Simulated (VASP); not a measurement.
Here is a VASP 6.6.1 calculation.

Contents of POSCAR:

```
BaTiO3
1.0
    3.9720350377      0.0000000000      0.0000000000
    0.0000000000      3.9720350377      0.0000000000
    0.0000000000      0.0000000000      4.1130046808
Ba Ti O
1 1 3
Direct
    0.5000000000      0.5000000000      0.5850405720
    0.0000000000      0.0000000000      0.1031610780
    0.0000000000      0.5000000000      0.0629129854
    0.5000000000      0.0000000000      0.0629129854
    0.0000000000      0.0000000000      0.5459693693
```

INCAR.step1

```
SYSTEM = BaTiO3
ALGO     = Normal         ! electronic algorithm
EDIFF    = 1E-5           ! SCF threshold, eV
ENCUT    = 520            ! plane-wave cutoff, eV
GGA      = PE             ! functional
ISIF     = 2              ! what is computed and relaxed
ISMEAR   = 0              ! smearing method
KPAR     = 4            
LASPH    = .TRUE.         ! aspherical terms in the spheres
LCHARG   = .FALSE.        ! write CHGCAR
LREAL    = .FALSE.        ! projectors in reciprocal space
LWAVE    = .TRUE.         ! write WAVECAR
NBANDS   = 28             ! bands
NELM     = 80             ! most SCF steps
PREC     = Accurate       ! precision mode
SIGMA    = 0.01           ! smearing width, eV
```

The input INCAR.step2:

```
SYSTEM = BaTiO3
ALGO     = Normal         ! electronic algorithm
EDIFF    = 1E-6           ! SCF threshold, eV
ENCUT    = 520            ! plane-wave cutoff, eV
GGA      = PE             ! functional
HFSCREEN = 0.2079         ! screening, 1/A
ISIF     = 2              ! what is computed and relaxed
ISMEAR   = 0              ! smearing method
ISTART   = 1            
KPAR     = 4            
LASPH    = .TRUE.         ! aspherical terms in the spheres
LCHARG   = .FALSE.        ! write CHGCAR
LHFCALC  = .TRUE.         ! exact exchange
LREAL    = .FALSE.        ! projectors in reciprocal space
LWAVE    = .FALSE.        ! write WAVECAR
NBANDS   = 28             ! bands
NELM     = 80             ! most SCF steps
PREC     = Accurate       ! precision mode
PRECFOCK = Fast         
SIGMA    = 0.01           ! smearing width, eV
```

KPOINTS

```
k-points
0
G
  4 4 4
  0 0 0
```

Potentials or basis: VASP PAW PBE potentials, release 64 (Ba_sv, Ti_sv, O).

The run is started by

```bash
$ cat potpaw_PBE.64/Ba_sv/POTCAR potpaw_PBE.64/Ti_sv/POTCAR potpaw_PBE.64/O/POTCAR > POTCAR
$ cp INCAR.step1 INCAR
$ mpirun -np 4 vasp_std > vasp.out
$ cp INCAR.step2 INCAR
$ mpirun -np 4 vasp_std > vasp.out
```

**Question.** Estimate the largest force.

**Answer.** 0.241 eV/Å.

**Question.** Predict the pressure.

**Answer.** -0.5 GPa.

**Question.** What does it give for the band gap on the k mesh?

**Answer.** 3.25 eV (least direct gap 3.73 eV).

Forces in eV/Å, atoms in the order of the input:
```
Ba   0.000  0.000 -0.008
Ti   0.000  0.000  0.209
O    0.000  0.000  0.020
O    0.000  0.000  0.020
O    0.000  0.000 -0.241
```

Caveat: the PAW data sets were made with another functional, which shifts forces and pressure a little; spin-orbit coupling is left out, which moves the levels of the heavy elements. A k mesh can miss the band edges.
